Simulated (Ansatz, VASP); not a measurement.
**TaN in VASP and in Ansatz**

File INCAR:

```
PREC = Accurate ; ENCUT = 520
EDIFF = 1E-7 ; ISMEAR = -1
SIGMA = 0.02 ; LREAL = False
LASPH = True ; NELM = 150
ALGO = Normal ; ISIF = 2
LWAVE = False ; LCHARG = False
ISPIN = 2 ; MAGMOM = 2 0
LORBIT = 11 ; LMAXMIX = 4
GGA = PE ; IBRION = 2
NSW = 80 ; EDIFFG = -0.02
```

Contents of KPOINTS:

```
regular mesh
0
Gamma
  11 11 11
```

Contents of POSCAR:

```
TaN
1.0
    0.0000000000      2.1790000000      2.1790000000
    2.1790000000      0.0000000000      2.1790000000
    2.1790000000      2.1790000000      0.0000000000
Ta N
1 1
Direct
    0.5000000000      0.5000000000      0.5000000000
    0.0000000000      0.0000000000      0.0000000000
```

Input for Ansatz:

```yaml
crystal:
  lattice:
    - [0.0, 2.179, 2.179]
    - [2.179, 0.0, 2.179]
    - [2.179, 2.179, 0.0]
  atoms:
    - { symbol: Ta, position: [0.5, 0.5, 0.5], spin: 2.0 }
    - { symbol: "N", position: [0.0, 0.0, 0.0] }
magnetization:
  spin_polarized: true
kpoints:
  mp_grid: { grid: [11, 11, 11] }
scf:
  occupations: { method: fermi_dirac, width: 0.02 }
hamiltonian:
  xc: pbe
  pseudopotentials: { kind: paw }
output:
  forces: true
  stress: true
  populations: true
  efg:
    quadrupole_moments_barn: { Ta: 3.17, "N": 0.02044 }
    contact_densities: true
relax:
  f_tol: 0.02
  max_steps: 60
```

Alike in both runs: task relaxation of the atoms; functional PBE; k mesh 11 × 11 × 11; occupations fermi-dirac, width 0.02 eV; collinear spin.

|  | VASP | Ansatz |
| --- | --- | --- |
| version | VASP 6.6.1 | Ansatz 0.2.0 |
| potentials or method | VASP PAW PBE potentials, release 64 (Ta_pv, N) | plane-wave PAW, scalar-relativistic |
| plane-wave cutoff (eV) | 520 | 420 |
| valence electrons in the cell | 16 | 18 |

```csv
,VASP,Ansatz,Ansatz less VASP
net moment per atom (μB),0.00,0.00,0.000
```

VASP's potentials hold 16 valence electrons a cell and Ansatz's 18, so a difference there can come from the potentials and not from the codes. Ansatz's warnings: seeded moment not kept, stress scf threshold loose.

Spin-orbit coupling is off throughout. Noted on VASP's run: the relaxation stopped at its first step, so nothing moved.
